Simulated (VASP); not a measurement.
**InP: relaxation of cell and atoms with rSCAN**

The system is InP.

```
In P
1.0
     0.00000    3.02510    3.02510
     3.02510    0.00000    3.02510
     3.02510    3.02510    0.00000
In P
1 1
Direct
  0.00000 0.00000 0.00000
  0.75000 0.75000 0.75000
```

```json
{
 "Program": "VASP 6.6.1",
 "Task": "relaxation of cell and atoms",
 "Functional": "rSCAN",
 "Potentials or basis": "VASP PAW PBE potentials, release 64 (In_d, P)",
 "Cutoff": "680 eV",
 "k mesh": "8 × 8 × 8",
 "Occupations": "gaussian, width 0.03 eV",
 "Spin": "no spin polarisation",
 "Tolerance level": "standard",
 "Purpose": "cell",
 "Passes": "3",
 "Further INCAR settings": "ALGO = Normal; EDIFF = 1e-07"
}
```

The relaxed volume is 25.67 Å³/atom, the relaxed cell is a = 4.172 Å, b = 4.172 Å, c = 4.172 Å, α = 60.00°, β = 60.00°, γ = 60.00° and the space group after relaxing (to 0.1 Å) is F-43m (No. 216). The energy gained by relaxing is 29.1 meV/atom and the ionic steps are 5. The pressure after relaxing is 0.0 GPa. The band gap on the k mesh is 1.02 eV.

Step by step:
```tsv
step	energy change (eV)	largest force (eV/Å)	pressure (GPa)	volume (Å³)
1	0.0000	0.0000	-4.33	55.37
2	-0.0446	0.0000	2.61	49.59
3	-0.0584	0.0000	0.00	51.35
4	-0.0583	0.0000	0.00	51.35
5	-0.0583	0.0000	0.00	51.35
```

Final structure:
```
In P
1.0
     0.00000    2.95005    2.95005
     2.95005    0.00000    2.95005
     2.95005    2.95005    0.00000
In P
1 1
Direct
  0.00000 0.00000 0.00000
  0.75000 0.75000 0.75000
```

Levels at points of the mesh, in eV from the valence-band top:
| k point | band 5 | band 6 | band 7 | band 8 | band 9 | band 10 | band 11 | band 12 | band 13 |
| --- | --- | --- | --- | --- | --- | --- | --- | --- | --- |
| (0.00, 0.00, 0.00) | -14.49 | -11.85 | 0.00 | 0.00 | 0.00 | 1.02 | 4.44 | 4.44 | 4.44 |
| (0.50, 0.00, 0.00) | -14.48 | -10.12 | -5.77 | -0.98 | -0.98 | 1.79 | 5.15 | 5.15 | 7.49 |
| (0.50, 0.50, 0.00) | -14.45 | -9.46 | -5.78 | -2.34 | -2.34 | 2.03 | 2.54 | 9.73 | 10.15 |

It took 6.5 min on 2 MPI ranks on Intel(R) Xeon(R) Platinum 8259CL CPU @ 2.50GHz (Skylake/Cascade Lake) (shared host), peak memory 0.24 GiB a rank.

Caveat: the PAW data sets were made with another functional, which shifts forces and pressure a little; spin-orbit coupling is left out, which moves the levels of the heavy elements.
